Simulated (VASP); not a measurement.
# Na3WClO4 (P4/nmm) in VASP: notebook

Na3WClO4 is run at these levels: r2SCAN, PBE; tasks: electric field gradients.

All numbers are computed with VASP 6.6.1; they aren't measurements. Logs are shortened: lines on timing, memory, paths and dates and some standing lists are left out, and cuts for length are marked.

**1. The cell of the first run**

Symmetry: P4/nmm, No. 129, tetragonal system. The conventional cell has a = 7.518 Å, b = 7.518 Å, c = 5.360 Å, α = 90.00°, β = 90.00°, γ = 90.00°. Na (site symmetry 4mm) has 4 O at 2.35 Å and 2 Cl at 2.59 to 2.77 Å within 3.1 Å. Within 3.3 Å of Na (site symmetry 2/m) lie 4 O at 2.51 Å and 2 Cl at 2.79 Å and 2 Na at 3.28 Å. W (site symmetry -4m2) has 4 O at 1.79 Å within 2.4 Å. Within 3.4 Å of Cl (site symmetry 4mm) lie 6 Na at 2.59 to 2.79 Å and 4 O at 3.38 Å. O (site symmetry m) has 1 W at 1.79 Å and 1 Na at 2.35 Å within 2.4 Å.

**2. Electric field gradients, r2SCAN**

Contents of POSCAR:

```
Na3WClO4
1.0
    7.5181000000      0.0000000000      0.0000000000
    0.0000000000      7.5181000000      0.0000000000
    0.0000000000      0.0000000000      5.3600000000
Na W Cl O
6 2 2 8
Direct
    0.5000000000      0.0000000000      0.3583709926
    0.0000000000      0.5000000000      0.6416290074
    0.7500000000      0.2500000000      0.0000000000
    0.2500000000      0.2500000000      0.0000000000
    0.2500000000      0.7500000000      0.0000000000
    0.7500000000      0.7500000000      0.0000000000
    0.0000000000      0.0000000000      0.5000000000
    0.5000000000      0.5000000000      0.5000000000
    0.5000000000      0.0000000000      0.8419851710
    0.0000000000      0.5000000000      0.1580148290
    0.8093580869      0.0000000000      0.2988253803
    0.5000000000      0.3093580869      0.2988253803
    0.1906419131      0.0000000000      0.2988253803
    0.5000000000      0.6906419131      0.2988253803
    0.3093580869      0.5000000000      0.7011746197
    0.0000000000      0.1906419131      0.7011746197
    0.6906419131      0.5000000000      0.7011746197
    0.0000000000      0.8093580869      0.7011746197
```

Contents of INCAR.step1:

```
SYSTEM = Na3WClO4
  PREC = Accurate
  ENCUT = 520
  ISMEAR = -1
  SIGMA = 0.02
  LREAL = Auto
  LASPH = .TRUE.
  NELM = 100
  NBANDS = 81
  GGA = PE
  ALGO = Normal
  EDIFF = 1E-4
  LWAVE = .TRUE.
  LCHARG = .FALSE.
```

Contents of INCAR.step2:

```
SYSTEM = Na3WClO4
  PREC = Accurate
  ENCUT = 520
  EDIFF = 1E-8
  ISMEAR = -1
  SIGMA = 0.02
  LREAL = Auto
  LASPH = .TRUE.
  NELM = 100
  ALGO = Normal
  ISIF = 2
  LWAVE = .FALSE.
  LCHARG = .FALSE.
  METAGGA = R2SCAN
  LMIXTAU = .TRUE.
  LEFG = .TRUE.
  NBANDS = 81
  ISTART = 1
```

Contents of KPOINTS:

```
Automatic mesh
0
G
  3 3 4
  0 0 0
```

Potentials or basis: VASP PAW PBE potentials, release 64 (Na_pv, W_sv, Cl, O).

The run is started by

```
> cat potpaw_PBE.64/Na_pv/POTCAR potpaw_PBE.64/W_sv/POTCAR potpaw_PBE.64/Cl/POTCAR potpaw_PBE.64/O/POTCAR > POTCAR
> cp INCAR.step1 INCAR
> mpirun -np 1 vasp_std > vasp.out
> cp INCAR.step2 INCAR
> mpirun -np 1 vasp_std > vasp.out
```

OUTCAR:

```text
SYSTEM = Na3WClO4
   PREC = Accurate
   ENCUT = 520
   EDIFF = 1E-8
   ISMEAR = -1
   LREAL = Auto
   LASPH = .TRUE.
   NELM = 100
   ISIF = 2
   METAGGA = R2SCAN
   ISTART = 1

 ion  position               nearest neighbor table
   1  0.500  0.000  0.358-  11 2.35  12 2.35  13 2.35  14 2.35   9 2.59
   2  0.000  0.500  0.642-  15 2.35  16 2.35  17 2.35  18 2.35  10 2.59
   3  0.750  0.250  0.000-
   4  0.250  0.250  0.000-
   5  0.250  0.750  0.000-
   6  0.750  0.750  0.000-
   7  0.000  0.000  0.500-  11 1.79  13 1.79  16 1.79  18 1.79
   8  0.500  0.500  0.500-  12 1.79  14 1.79  15 1.79  17 1.79
   9  0.500  0.000  0.842-   1 2.59
  10  0.000  0.500  0.158-   2 2.59
  11  0.809  0.000  0.299-   7 1.79   1 2.35
  12  0.500  0.309  0.299-   8 1.79   1 2.35
  13  0.191  0.000  0.299-   7 1.79   1 2.35
  14  0.500  0.691  0.299-   8 1.79   1 2.35
  15  0.309  0.500  0.701-   8 1.79   2 2.35
  16  0.000  0.191  0.701-   7 1.79   2 2.35
  17  0.691  0.500  0.701-   8 1.79   2 2.35
  18  0.000  0.809  0.701-   7 1.79   2 2.35

  LATTYP: Found a simple tetragonal cell.
 ALAT       =     7.5181000000
 C/A-ratio  =     0.7129460901

  Lattice vectors:

 A1 = (   7.5181000000,   0.0000000000,   0.0000000000)
 A2 = (   0.0000000000,   7.5181000000,   0.0000000000)
 A3 = (   0.0000000000,   0.0000000000,   5.3600000000)

Analysis of symmetry for initial positions (statically):
=====================================================================
 Subroutine PRICEL returns:
 Original cell was already a primitive cell.

 Routine SETGRP: Setting up the symmetry group for a
 simple tetragonal supercell.

 Subroutine GETGRP returns: Found 16 space group operations
 (whereof  8 operations were pure point group operations)
 out of a pool of 16 trial point group operations.

The static configuration has the point symmetry D_2d.
 The point group associated with its full space group is D_4h.

Analysis of symmetry for dynamics (positions and initial velocities):
=====================================================================
 Subroutine PRICEL returns:
 Original cell was already a primitive cell.

 Routine SETGRP: Setting up the symmetry group for a
 simple tetragonal supercell.

 Subroutine GETGRP returns: Found 16 space group operations
 (whereof  8 operations were pure point group operations)
 out of a pool of 16 trial point group operations.

The dynamic configuration has the point symmetry D_2d.
 The point group associated with its full space group is D_4h.

 Subroutine INISYM returns: Found 16 space group operations
 (whereof  8 operations are pure point group operations),
 and found     1 'primitive' translations

----------------------------------------------------------------------------------------

                                     Primitive cell

  volume of cell :     302.9570

  direct lattice vectors                    reciprocal lattice vectors
     7.518100000  0.000000000  0.000000000     0.133012330  0.000000000  0.000000000
     0.000000000  7.518100000  0.000000000     0.000000000  0.133012330  0.000000000
     0.000000000  0.000000000  5.360000000     0.000000000  0.000000000  0.186567164

  length of vectors
     7.518100000  7.518100000  5.360000000     0.133012330  0.133012330  0.186567164

  position of ions in fractional coordinates (direct lattice)
     0.500000000  0.000000000  0.358370993
     0.000000000  0.500000000  0.641629007
     0.750000000  0.250000000  0.000000000
     0.250000000  0.250000000  0.000000000
     0.250000000  0.750000000  0.000000000
     0.750000000  0.750000000  0.000000000
[... 10 lines left out ...]
     0.690641913  0.500000000  0.701174620
     0.000000000  0.809358087  0.701174620

  ion indices of the primitive-cell ions
   primitive index   ion index
                 1           1
                 2           2
                 3           3
                 4           4
                 5           5
                 6           6
[... 10 lines left out ...]
                17          17
                18          18

----------------------------------------------------------------------------------------

 KPOINTS: Automatic mesh

Automatic generation of k-mesh.
[... 34 lines left out ...]
   total plane-waves  NPLWV = 125440
   dimension x,y,z NGX =    56 NGY =   56 NGZ =   40
   dimension x,y,z NGXF=   112 NGYF=  112 NGZF=   80
   ions per type =               6   2   2   8
   NGX,Y,Z   is equivalent  to a cutoff of  12.38, 12.38, 12.41 a.u.
   NGXF,Y,Z  is equivalent  to a cutoff of  24.77, 24.77, 24.81 a.u.
 SYSTEM =  Na3WClO4
   PREC   = accura    normal or accurate (medium, high low for compatibility)
   ISTART =      1    job   : 0-new  1-cont  2-samecut
   ICHARG =      0    charge: 1-file 2-atom 10-const
   ISPIN  =      1    spin polarized calculation?
   LNONCOLLINEAR =      F non collinear calculations
   LSORBIT =      F    spin-orbit coupling
   LASPH  =      T    aspherical Exc in radial PAW
   ENCUT  =  520.0 eV  38.22 Ry    6.18 a.u.  13.98 13.98  9.97*2*pi/ulx,y,z
   NELM   =    100;   NELMIN=  2; NELMDL=  0     # of ELM steps
   EDIFF  = 0.1E-07   stopping-criterion for ELM
   LREAL  =      T    real-space projection
   EDIFFG = 0.1E-06   stopping-criterion for IOM
   NSW    =      0    number of steps for IOM
   IBRION =     -1    ionic relax: 0-MD 1-quasi-New 2-CG
   NFREE  =      0    steps in history (QN), initial steepest desc. (CG)
   ISIF   =      2    stress and relaxation
   ISYM   =      2    0-nonsym 1-usesym 2-fastsym
   POTIM  = 0.5000    time-step for ionic-motion
   TEBEG  =    0.0;   TEEND  =   0.0 temperature during run
   PSTRESS=    0.0 pullay stress
   NELECT =     132.0000    total number of electrons
   NUPDOWN=      -1.0000    fix difference up-down
   EMIN   =  10.00;   EMAX   =-10.00  energy-range for DOS
   EFERMI =   0.00;   METHOD = LEGACY
   ISMEAR =    -1;   SIGMA  =   0.02  broadening in eV -4-tet -1-fermi 0-gaus
   EFERMI_NEDOS =   21; number of points for ismear=-14 and -15
   IALGO  =     38    algorithm
   IMIX   =      4    mixing-type and parameters
     AMIX     =   0.40;   BMIX     =  1.00
     AMIX_MAG =   1.60;   BMIX_MAG =  1.00
  volume/ion in A,a.u.               =      16.83       113.58
  Fermi-wavevector in a.u.,A,eV,Ry     =   1.241097  2.345334 20.957358  1.540322
  Thomas-Fermi vector in A             =   2.375510
   LORBIT       =      0    0 simple, 1 ext, 2 COOP (PROOUT), +10 PAW based schemes
   METAGGA = R2SCAN    functional components
   LHFCALC =     F    Hartree Fock is set to
   AEXX    =    0.0000 exact exchange contribution
   IVDW    =     0    specifies the selected vdW correction
   LEPSILON=     F    determine dielectric tensor
   LRPA    =     F    only Hartree local field effects (RPA)
 non-spin polarized calculation
  energy-cutoff  :      520.00
  volume of cell :      302.96
 maximum number of plane-waves:      8169
 NGX is ok and might be reduce to    56
   NGX = 27   NGY = 27   NGZ = 19

 number of electron     131.9999838 magnetization

 Free energy of the ion-electron system (eV)
  ---------------------------------------------------
  ext. energy  EPLUGINS =         0.00000000
  ---------------------------------------------------
  free energy    TOTEN  =      -224.77066693 eV

  energy without entropy =     -224.77066693  energy(sigma->0) =     -224.77066693

 E-fermi :  -0.2405     XC(G=0):  -9.2892

 val. band max:       -0.9106285840   @ k =   0.0000   0.0000   0.5000
 cond. band min:       4.3036137826   @ k =   0.0000   0.0000   0.0000
 fundamental gap:      5.2142423666
 Fermi energy:        -0.2405119113

 k-point     1 :       0.0000    0.0000    0.0000
  band No.  band energies     occupation
      1     -75.6944      2.00000
      2     -75.6944      2.00000
      3     -39.4422      2.00000
      4     -39.4421      2.00000
      5     -39.4329      2.00000
      6     -39.4329      2.00000
[... 718 lines left out ...]
     77       6.7823      0.00000
     78       7.2901      0.00000
 [bands above 78 left out]

------------------------ aborting loop because EDIFF is reached ----------------------------------------

  FORCE on cell =-STRESS in cart. coord.  units (eV):
  Direction    XX          YY          ZZ          XY          YZ          ZX
  --------------------------------------------------------------------------------------
  -------------------------------------------------------------------------------------
  Total       -1.7424945     -1.7424945     -1.8163248      0.0000000     -0.0000000      0.0000000
  in kB       -9.2151204     -9.2151204     -9.6055691      0.0000000     -0.0000000      0.0000000
  external PRESSURE =      -9.3452700 kB  Pullay stress =       0.0000000 kB

 VOLUME and BASIS-vectors are now :
 -----------------------------------------------------------------------------
  energy-cutoff  :      520.00
  volume of cell :      302.96
      direct lattice vectors                 reciprocal lattice vectors
     7.518100000  0.000000000  0.000000000     0.133012330  0.000000000  0.000000000
     0.000000000  7.518100000  0.000000000     0.000000000  0.133012330  0.000000000
     0.000000000  0.000000000  5.360000000     0.000000000  0.000000000  0.186567164

 POSITION                                       TOTAL-FORCE (eV/Angst)
 -----------------------------------------------------------------------------------
      3.75905      0.00000      1.92087        -0.000000     -0.000000     -0.064992
      0.00000      3.75905      3.43913        -0.000000     -0.000000      0.064992
      5.63857      1.87952      0.00000        -0.000000     -0.000000     -0.000000
      1.87952      1.87952      0.00000         0.000000     -0.000000     -0.000000
      1.87952      5.63857      0.00000         0.000000     -0.000000     -0.000000
      5.63857      5.63857      0.00000        -0.000000     -0.000000     -0.000000
[... 10 lines left out ...]
      5.19231      3.75905      3.75830         0.039138     -0.000000      0.013643
      0.00000      6.08484      3.75830         0.000000     -0.039138      0.013643
 -----------------------------------------------------------------------------------
    total drift:                               -0.000000     -0.000000      0.000000

  FREE ENERGIE OF THE ION-ELECTRON SYSTEM (eV)
  ---------------------------------------------------
  free  energy   TOTEN  =      -224.7706669300 eV

  energy  without entropy=     -224.7706669300  energy(sigma->0) =     -224.77066693

 Electric field gradients (V/A^2)
---------------------------------------------------------------------
 ion       V_xx      V_yy      V_zz      V_xy      V_xz      V_yz
---------------------------------------------------------------------
   1      -2.612    -2.612     5.225    -0.000    -0.000     0.000
   2      -2.612    -2.612     5.225     0.000     0.000     0.000
   3      -0.301    -0.301     0.602    -1.735     3.419     3.419
   4      -0.301    -0.301     0.602     1.735    -3.419     3.419
   5      -0.301    -0.301     0.602    -1.735    -3.419    -3.419
   6      -0.301    -0.301     0.602     1.735     3.419    -3.419
[... 10 lines left out ...]
  17      -3.193    -0.443     3.636     0.000    12.916    -0.000
  18      -0.443    -3.193     3.636    -0.000     0.000   -12.916
---------------------------------------------------------------------

 Electric field gradients after diagonalization (V/A^2)
 (convention: |V_zz| > |V_xx| > |V_yy|)
----------------------------------------------------------------------
 ion       V_xx      V_yy      V_zz     asymmetry (V_yy - V_xx)/ V_zz
----------------------------------------------------------------------
   1      -2.612    -2.612     5.225       0.000
   2      -2.612    -2.612     5.225       0.000
   3       4.295     1.434    -5.730       0.499
   4       4.295     1.434    -5.730       0.499
   5       4.295     1.434    -5.730       0.499
   6       4.295     1.434    -5.730       0.499
[... 10 lines left out ...]
  17     -13.138    -0.443    13.581       0.935
  18     -13.138    -0.443    13.581       0.935
----------------------------------------------------------------------

           NMR quadrupolar parameters

 Cq : quadrupolar parameter    Cq=e*Q*V_zz/h
 eta: asymmetry parameters     (V_yy - V_xx)/ V_zz
 Q  : nuclear electric quadrupole moment in mb (millibarn)
----------------------------------------------------------------------
 ion       Cq(MHz)       eta       Q (mb)
----------------------------------------------------------------------
   1       0.013       0.000       1.000
   2       0.013       0.000       1.000
   3      -0.014       0.499       1.000
   4      -0.014       0.499       1.000
   5      -0.014       0.499       1.000
   6      -0.014       0.499       1.000
[... 10 lines left out ...]
  17       0.033       0.935       1.000
  18       0.033       0.935       1.000
----------------------------------------------------------------------
```

It took 38 min on 1 thread of Intel Xeon 8259CL, shared host; peak memory 0.47 GiB.

Results:

```
Free energy                             : -224.7707 eV
Pressure                                : -0.9 GPa
Largest force                           : 0.065 eV/Å
Band gap on the k mesh                  : 5.21 eV (least direct gap 5.24 eV)
Largest electric field gradient by atom : Na +5.2, -5.7 (each value once); W -97.2; Cl -19.6; O +13.6 V/Å²
```

Forces in eV/Å, atoms in the order of the input:
```
Na   0.000  0.000 -0.065
Na   0.000  0.000  0.065
Na   0.000  0.000  0.000
Na   0.000  0.000  0.000
Na   0.000  0.000  0.000
Na   0.000  0.000  0.000
W    0.000  0.000  0.000
W    0.000  0.000  0.000
Cl   0.000  0.000  0.018
Cl   0.000  0.000 -0.018
O   -0.039  0.000 -0.014
O    0.000 -0.039 -0.014
O    0.039  0.000 -0.014
O    0.000  0.039 -0.014
O   -0.039  0.000  0.014
O    0.000  0.039  0.014
O    0.039  0.000  0.014
O    0.000 -0.039  0.014
```

Electric field gradients, principal values (V/Å²):
```csv
atom,least,middle,greatest (by size)
1 Na,-2.612,-2.612,5.225
2 Na,-2.612,-2.612,5.225
3 Na,1.434,4.295,-5.730
4 Na,1.434,4.295,-5.730
5 Na,1.434,4.295,-5.730
6 Na,1.434,4.295,-5.730
7 W,48.603,48.603,-97.205
8 W,48.603,48.603,-97.205
9 Cl,9.787,9.787,-19.573
10 Cl,9.787,9.787,-19.573
11 O,-0.443,-13.138,13.581
12 O,-0.443,-13.138,13.581
13 O,-0.443,-13.138,13.581
14 O,-0.443,-13.138,13.581
15 O,-0.443,-13.138,13.581
16 O,-0.443,-13.138,13.581
17 O,-0.443,-13.138,13.581
18 O,-0.443,-13.138,13.581
```

Caveat: without QUAD_EFG the Cq values of the log hold for a quadrupole moment of 1 mb, not for the nuclei; the PAW data sets were made with another functional, which shifts forces and pressure a little; spin-orbit coupling is left out, which moves the levels of the heavy elements.

[end of part 1 of 2]
